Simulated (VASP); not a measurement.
The system is TiSi2.

```
Ti Si
1.0
     4.37464    0.00000    0.00000
    -2.18732    3.78855    0.00000
     0.00000    0.00000    2.56101
Ti Si
1 2
Direct
  0.00000 0.00000 0.00000
  0.33333 0.66667 0.50000
  0.66667 0.33333 0.50000
```

```yaml
Program: VASP 6.6.1
Task: relaxation of cell and atoms
Functional: PBEsol
Potentials_or_basis: VASP PAW PBE potentials, release 64 (Ti_sv, Si)
Cutoff: 600 eV
k_mesh: 6 × 6 × 8
Occupations: fermi-dirac, width 0.05 eV
Spin: no spin polarisation
```

At the start: pressure -4.4 GPa; volume 14.15 Å³/atom.

Q: Where does the relaxation end?

A: Over 5 steps the energy falls by 6.6 meV/atom and the volume is 13.68 Å³/atom (-3.3 %); space group P6/mmm (No. 191, to 0.1 Å) before and after.

The path:
```tsv
step	energy change (eV)	largest force (eV/Å)	pressure (GPa)	volume (Å³)
1	0.0000	0.0002	-4.42	42.45
2	-0.0084	0.0002	3.72	40.09
3	-0.0194	0.0002	0.03	41.08
4	-0.0194	0.0002	0.11	41.05
5	-0.0199	0.0001	0.09	41.05
```

Final structure:
```yaml
crystal:
  lattice:
    - [4.31713, 0.00001, 0.00000]
    - [-2.15856, 3.73875, 0.00000]
    - [0.00000, 0.00000, 2.54301]
  atoms:
    - { symbol: Ti, position: [0.00000, 0.00000, 0.00000] }
    - { symbol: Si, position: [0.33333, 0.66667, 0.50000] }
    - { symbol: Si, position: [0.66667, 0.33333, 0.50000] }
```

Caveat: the PAW data sets were made with another functional, which shifts forces and pressure a little.
